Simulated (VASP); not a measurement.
# GaSn (Fm-3m) in VASP: notebook

The runs below take GaSn through relaxation of cell and atoms, single point, with PBE.

All numbers are computed with VASP 6.6.1; they aren't measurements. Logs are shortened: lines on timing, memory, paths and dates and some standing lists are left out, and cuts for length are marked.

## 1. The cell of the first run

Symmetry: Fm-3m, No. 225, cubic system. Conventional cell: a = 5.459 Å, b = 5.459 Å, c = 5.459 Å, α = 90.00°, β = 90.00°, γ = 90.00°. Within 3.6 Å of Ga (site symmetry m-3m) lie 6 Sn at 2.73 Å. Sn (site symmetry m-3m) has 6 Ga at 2.73 Å within 3.6 Å.

The cell was generated, and may not be a known phase.

## 2. Relaxation of cell and atoms, PBE

INCAR

```
  PREC = Accurate
  ENCUT = 600
  EDIFF = 1E-6
  ISMEAR = 0
  SIGMA = 0.1
  LREAL = F
  LASPH = T
  NELM = 100
  ALGO = Fast
  ISIF = 3
  LWAVE = F
  LCHARG = F
  GGA = PE
  IBRION = 2
  NSW = 90
  EDIFFG = -0.04
```

KPOINTS

```
Automatic mesh
0
Gamma
  6 6 6
```

POSCAR

```
GaSn
1.0
    0.0000000000      2.7293289900      2.7293289900
    2.7293289900      0.0000000000      2.7293289900
    2.7293289900      2.7293289900      0.0000000000
Ga Sn
1 1
Direct
    0.5000000000      0.5000000000      0.5000000000
    0.0000000000      0.0000000000      0.0000000000
```

Potentials or basis: VASP PAW PBE potentials, release 64 (Ga_d, Sn_d).

Launch:

```sh
cat potpaw_PBE.64/Ga_d/POTCAR potpaw_PBE.64/Sn_d/POTCAR > POTCAR
mpirun -np 1 vasp_std > vasp.out
```

OUTCAR:

```text
PREC = Accurate
   ENCUT = 600
   EDIFF = 1E-6
   ISMEAR = 0
   LREAL = F
   LASPH = T
   NELM = 100
   ISIF = 3
   GGA = PE
   IBRION = 2
   NSW = 90
   EDIFFG = -0.04

 ion  position               nearest neighbor table
   1  0.500  0.500  0.500-   2 2.73   2 2.73   2 2.73   2 2.73   2 2.73   2 2.73
   2  0.000  0.000  0.000-   1 2.73   1 2.73   1 2.73   1 2.73   1 2.73   1 2.73

  LATTYP: Found a face centered cubic cell.
 ALAT       =     5.4586579800

  Lattice vectors:

 A1 = (   0.0000000000,   2.7293289900,   2.7293289900)
 A2 = (   2.7293289900,   0.0000000000,   2.7293289900)
 A3 = (   2.7293289900,   2.7293289900,   0.0000000000)

Analysis of symmetry for initial positions (statically):
=====================================================================
 Subroutine PRICEL returns:
 Original cell was already a primitive cell.

 Routine SETGRP: Setting up the symmetry group for a
 face centered cubic supercell.

 Subroutine GETGRP returns: Found 48 space group operations
 (whereof 48 operations were pure point group operations)
 out of a pool of 48 trial point group operations.

The static configuration has the point symmetry O_h .

Analysis of symmetry for dynamics (positions and initial velocities):
=====================================================================
 Subroutine PRICEL returns:
 Original cell was already a primitive cell.

 Routine SETGRP: Setting up the symmetry group for a
 face centered cubic supercell.

 Subroutine GETGRP returns: Found 48 space group operations
 (whereof 48 operations were pure point group operations)
 out of a pool of 48 trial point group operations.

The dynamic configuration has the point symmetry O_h .

 Subroutine INISYM returns: Found 48 space group operations
 (whereof 48 operations are pure point group operations),
 and found     1 'primitive' translations

----------------------------------------------------------------------------------------

                                     Primitive cell

  volume of cell :      40.6628

  direct lattice vectors                    reciprocal lattice vectors
     0.000000000  2.729328990  2.729328990    -0.183195211  0.183195211  0.183195211
     2.729328990  0.000000000  2.729328990     0.183195211 -0.183195211  0.183195211
     2.729328990  2.729328990  0.000000000     0.183195211  0.183195211 -0.183195211

  length of vectors
     3.859854074  3.859854074  3.859854074     0.317303413  0.317303413  0.317303413
[... 76 lines left out ...]
   IBRION =      2    ionic relax: 0-MD 1-quasi-New 2-CG
   NFREE  =      1    steps in history (QN), initial steepest desc. (CG)
   ISIF   =      3    stress and relaxation
   ISYM   =      2    0-nonsym 1-usesym 2-fastsym
   POTIM  = 0.5000    time-step for ionic-motion
   TEBEG  =    0.0;   TEEND  =   0.0 temperature during run
   PSTRESS=    0.0 pullay stress
   NELECT =      27.0000    total number of electrons
   NUPDOWN=      -1.0000    fix difference up-down
   EMIN   =  10.00;   EMAX   =-10.00  energy-range for DOS
   EFERMI =   0.00;   METHOD = LEGACY
   ISMEAR =     0;   SIGMA  =   0.10  broadening in eV -4-tet -1-fermi 0-gaus
   EFERMI_NEDOS =   21; number of points for ismear=-14 and -15
   IALGO  =     68    algorithm
   IMIX   =      4    mixing-type and parameters
     AMIX     =   0.40;   BMIX     =  1.00
     AMIX_MAG =   1.60;   BMIX_MAG =  1.00
  volume/ion in A,a.u.               =      20.33       137.20
  Fermi-wavevector in a.u.,A,eV,Ry     =   1.428226  2.698955 27.753556  2.039829
  Thomas-Fermi vector in A             =   2.548310
   LORBIT       =      0    0 simple, 1 ext, 2 COOP (PROOUT), +10 PAW based schemes
   GGA     = PE    functional components
   LHFCALC =     F    Hartree Fock is set to
   AEXX    =    0.0000 exact exchange contribution
   IVDW    =     0    specifies the selected vdW correction
   LEPSILON=     F    determine dielectric tensor
   LRPA    =     F    only Hartree local field effects (RPA)
 conjugate gradient relaxation of ions
 non-spin polarized calculation
 RMM-DIIS sequential band-by-band and
 Gauss-broadening in eV      SIGMA  =   0.10
  energy-cutoff  :      600.00
  volume of cell :       40.66
 maximum number of plane-waves:      1380
   NGX = 15   NGY = 15   NGZ = 15

--------------------------------------- Ionic step        1  -------------------------------------------

 number of electron      27.0000005 magnetization

 Free energy of the ion-electron system (eV)
  ---------------------------------------------------
  ext. energy  EPLUGINS =         0.00000000
  ---------------------------------------------------
  free energy    TOTEN  =        -6.28557413 eV

  energy without entropy =       -6.28092038  energy(sigma->0) =       -6.28324725

------------------------ aborting loop because EDIFF is reached ----------------------------------------

  FORCE on cell =-STRESS in cart. coord.  units (eV):
  Direction    XX          YY          ZZ          XY          YZ          ZX
  --------------------------------------------------------------------------------------
  -------------------------------------------------------------------------------------
  Total        3.6801272      3.6801272      3.6801272      0.0000000      0.0000000     -0.0000000
  in kB      145.0025891    145.0025891    145.0025891      0.0000000      0.0000000     -0.0000000
  external PRESSURE =     145.0025891 kB  Pullay stress =       0.0000000 kB
[... 23 lines left out ...]
--------------------------------------- Ionic step        2  -------------------------------------------

 number of electron      27.0000021 magnetization

 E-fermi :   5.5009     XC(G=0):  -9.9298

 val. band max:        5.4041669586   @ k =   0.3333   0.1667   0.0000
 cond. band min:       5.6996327636   @ k =   0.5000   0.1667   0.0000
 fundamental gap:      0.2954658049
 Fermi energy:         5.5008620520

 k-point     1 :       0.0000    0.0000    0.0000
  band No.  band energies     occupation
      1     -15.8514      2.00000
      2     -15.8514      2.00000
      3     -15.8318      2.00000
      4     -15.8318      2.00000
      5     -15.8318      2.00000
      6      -9.2598      2.00000
[... 344 lines left out ...]
--------------------------------------- Ionic step        3  -------------------------------------------

 number of electron      26.9999983 magnetization

 Free energy of the ion-electron system (eV)
  ---------------------------------------------------
  ext. energy  EPLUGINS =         0.00000000
  ---------------------------------------------------
  free energy    TOTEN  =        -6.60132406 eV

  energy without entropy =       -6.59882209  energy(sigma->0) =       -6.60007307

 E-fermi :   6.1507     XC(G=0): -10.2580

 val. band max:        6.0535049562   @ k =   0.3333   0.1667   0.0000
 cond. band min:       6.3648116150   @ k =   0.5000   0.1667   0.0000
 fundamental gap:      0.3113066588
 Fermi energy:         6.1507479044

 k-point     1 :       0.0000    0.0000    0.0000
  band No.  band energies     occupation
      1     -15.1712      2.00000
      2     -15.1712      2.00000
      3     -15.1460      2.00000
      4     -15.1460      2.00000
      5     -15.1460      2.00000
      6      -8.5975      2.00000
[... 338 lines left out ...]
  FREE ENERGIE OF THE ION-ELECTRON SYSTEM (eV)
  ---------------------------------------------------
  free  energy   TOTEN  =        -6.6013240606 eV

  energy  without entropy=       -6.5988220858  energy(sigma->0) =       -6.60007307

 reached required accuracy - stopping structural energy minimisation
```

It took 29 s on 1 thread of Intel Xeon Platinum 8488C (Sapphire Rapids), shared host; peak memory 0.19 GiB.

What came out:

- Free energy: -6.6013 eV
- Relaxed volume: 24.45 Å³/atom
- Relaxed cell: a = 4.105 Å, b = 4.105 Å, c = 4.105 Å, α = 60.00°, β = 60.00°, γ = 60.00°
- Space group after relaxing (to 0.1 Å): Fm-3m (No. 225)
- Energy gained by relaxing: 157.9 meV/atom
- Ionic steps: 3
- Pressure after relaxing: 0.1 GPa
- Band gap on the k mesh: zero (an odd number of electrons rules out a gap without spin polarisation)

The path:
```tsv
step	energy change (eV)	largest force (eV/Å)	pressure (GPa)	volume (Å³)
1	0.0000	0.0000	14.50	40.66
2	-0.2822	0.0000	-2.89	52.48
3	-0.3157	0.0000	0.10	48.90
```

Final structure:
```
Ga Sn
1.0
     0.00000    2.90232    2.90232
     2.90232    0.00000    2.90232
     2.90232    2.90232    0.00000
Ga Sn
1 1
Direct
  0.50000 0.50000 0.50000
  0.00000 0.00000 0.00000
```

Caveat: the volume moved by over 15 % at a fixed basis, so the end points are rough; spin-orbit coupling is left out, which moves the levels of the heavy elements.

## 3. Single point, PBE

This run uses another cell than the first one, of 24.40 Å³/atom.

INCAR

```
SYSTEM = GaSn
PREC = Accurate
ENCUT = 520
EDIFF = 1E-6
ISMEAR = 0
SIGMA = 0.1
LREAL = .FALSE.
LASPH = .TRUE.
NELM = 80
ALGO = Fast
ISIF = 2
LWAVE = .FALSE.
LCHARG = .TRUE.
GGA = PE
LELF = .TRUE.
LVHAR = .TRUE.
NBANDS = 20
```

KPOINTS

```
regular mesh
0
G
  16 16 16
  0 0 0
```

POSCAR

```
GaSn
1.0
    0.0000000000      2.9003789511      2.9003789511
    2.9003789511      0.0000000000      2.9003789511
    2.9003789511      2.9003789511      0.0000000000
Ga Sn
1 1
Direct
    0.5000000000      0.5000000000      0.5000000000
    0.0000000000      0.0000000000      0.0000000000
```

Potentials or basis: VASP PAW PBE potentials, release 64 (Ga_d, Sn_d).

Launch:

```sh
cat potpaw_PBE.64/Ga_d/POTCAR potpaw_PBE.64/Sn_d/POTCAR > POTCAR
mpirun -np 1 vasp_std > vasp.out
```

OUTCAR:

```text
SYSTEM = GaSn
   PREC = Accurate
   ENCUT = 520
   EDIFF = 1E-6
   ISMEAR = 0
   LREAL = .FALSE.
   LASPH = .TRUE.
   NELM = 80
   ISIF = 2
   GGA = PE

 ion  position               nearest neighbor table
   1  0.500  0.500  0.500-   2 2.90   2 2.90   2 2.90   2 2.90   2 2.90   2 2.90
   2  0.000  0.000  0.000-   1 2.90   1 2.90   1 2.90   1 2.90   1 2.90   1 2.90

  LATTYP: Found a face centered cubic cell.
 ALAT       =     5.8007579022

  Lattice vectors:

 A1 = (   0.0000000000,   2.9003789511,   2.9003789511)
 A2 = (   2.9003789511,   0.0000000000,   2.9003789511)
 A3 = (   2.9003789511,   2.9003789511,   0.0000000000)

Analysis of symmetry for initial positions (statically):
=====================================================================
 Subroutine PRICEL returns:
 Original cell was already a primitive cell.

 Routine SETGRP: Setting up the symmetry group for a
 face centered cubic supercell.

 Subroutine GETGRP returns: Found 48 space group operations
 (whereof 48 operations were pure point group operations)
 out of a pool of 48 trial point group operations.

The static configuration has the point symmetry O_h .

Analysis of symmetry for dynamics (positions and initial velocities):
[... 159 lines left out ...]

 E-fermi :   6.1942     XC(G=0): -10.2696

 val. band max:        6.1837009325   @ k =   0.5000   0.1875   0.0000
 cond. band min:       6.2036526905   @ k =  -0.3125   0.3125   0.0000
 fundamental gap:      0.0199517579
 Fermi energy:         6.1942094688

 k-point     1 :       0.0000    0.0000    0.0000
  band No.  band energies     occupation
      1     -15.1542      2.00000
      2     -15.1542      2.00000
      3     -15.1285      2.00000
      4     -15.1285      2.00000
      5     -15.1285      2.00000
      6      -8.5904      2.00000
[... 541 lines left out ...]
     19      13.1909      0.00000
     20      13.2684      0.00000

 [... further k-points ...]

------------------------ aborting loop because EDIFF is reached ----------------------------------------

  FORCE on cell =-STRESS in cart. coord.  units (eV):
  Direction    XX          YY          ZZ          XY          YZ          ZX
  --------------------------------------------------------------------------------------
  -------------------------------------------------------------------------------------
  Total       -0.0183108     -0.0183108     -0.0183108      0.0000000      0.0000000      0.0000000
  in kB       -0.6012056     -0.6012056     -0.6012056      0.0000000      0.0000000      0.0000000
  external PRESSURE =      -0.6012056 kB  Pullay stress =       0.0000000 kB

 VOLUME and BASIS-vectors are now :
 -----------------------------------------------------------------------------
  energy-cutoff  :      520.00
  volume of cell :       48.80
      direct lattice vectors                 reciprocal lattice vectors
     0.000000000  2.900378951  2.900378951    -0.172391266  0.172391266  0.172391266
     2.900378951  0.000000000  2.900378951     0.172391266 -0.172391266  0.172391266
     2.900378951  2.900378951  0.000000000     0.172391266  0.172391266 -0.172391266

 POSITION                                       TOTAL-FORCE (eV/Angst)
 -----------------------------------------------------------------------------------
      2.90038      2.90038      2.90038         0.000000      0.000000      0.000000
      0.00000      0.00000      0.00000         0.000000      0.000000      0.000000
 -----------------------------------------------------------------------------------
    total drift:                                0.000000     -0.000000      0.000000

  FREE ENERGIE OF THE ION-ELECTRON SYSTEM (eV)
  ---------------------------------------------------
  free  energy   TOTEN  =        -6.5899651113 eV

  energy  without entropy=       -6.5849241927  energy(sigma->0) =       -6.58744465
```

OSZICAR:

```text
N       E                     dE             d eps       ncg     rms          rms(c)
DAV:   1     0.176734230717E+03    0.17673E+03   -0.13532E+04  5956   0.218E+03
DAV:   2     0.113399152772E+02   -0.16539E+03   -0.16216E+03  5904   0.430E+02
DAV:   3    -0.611297412812E+01   -0.17453E+02   -0.17343E+02  6676   0.123E+02
DAV:   4    -0.659601355272E+01   -0.48304E+00   -0.48270E+00  6684   0.217E+01
DAV:   5    -0.661408131246E+01   -0.18068E-01   -0.18067E-01  7760   0.399E+00    0.188E+00
RMM:   6    -0.659199882116E+01    0.22082E-01   -0.51191E-02  7819   0.275E+00    0.106E+00
RMM:   7    -0.658977444243E+01    0.22244E-02   -0.24575E-02  7889   0.168E+00    0.204E-01
RMM:   8    -0.658985842324E+01   -0.83981E-04   -0.25487E-03  8137   0.541E-01    0.531E-02
RMM:   9    -0.658994098937E+01   -0.82566E-04   -0.67972E-04  9249   0.244E-01    0.371E-02
RMM:  10    -0.658996290076E+01   -0.21911E-04   -0.13947E-04  9175   0.110E-01    0.436E-03
RMM:  11    -0.658996359336E+01   -0.69260E-06   -0.35741E-05  8992   0.572E-02    0.424E-03
RMM:  12    -0.658996465731E+01   -0.10639E-05   -0.12468E-05  8164   0.292E-02    0.437E-03
RMM:  13    -0.658996511131E+01   -0.45400E-06   -0.36336E-06  5668   0.197E-02
   1 F= -.65899651E+01 E0= -.65874447E+01  d E =-.504092E-02
```

It took 66 s on 1 thread of Intel Xeon Platinum 8488C (Sapphire Rapids), shared host; peak memory 0.29 GiB.

Results:

| Item | Value |
| --- | --- |
| Free energy | -6.5900 eV |
| Pressure | -0.1 GPa |
| Band gap on the k mesh | zero (an odd number of electrons rules out a gap without spin polarisation) |

Levels at points of the mesh, in eV from the Fermi level:
| k point | band 11 | band 12 | band 13 | band 14 | band 15 | band 16 | band 17 | band 18 |
| --- | --- | --- | --- | --- | --- | --- | --- | --- |
| (0.00, 0.00, 0.00) | -10.65 | 1.27 | 1.27 | 1.27 | 1.29 | 6.88 | 6.88 | 6.89 |
| (0.50, 0.00, 0.00) | -7.64 | -6.95 | 1.93 | 1.93 | 2.50 | 2.50 | 3.41 | 3.82 |
| (0.50, 0.50, 0.00) | -7.09 | -4.37 | -3.11 | -1.49 | -1.49 | 3.44 | 9.87 | 9.87 |

Caveat: spin-orbit coupling is left out, which moves the levels of the heavy elements.

The gap in the log of VASP goes by the Fermi energy; the results here count the filled bands.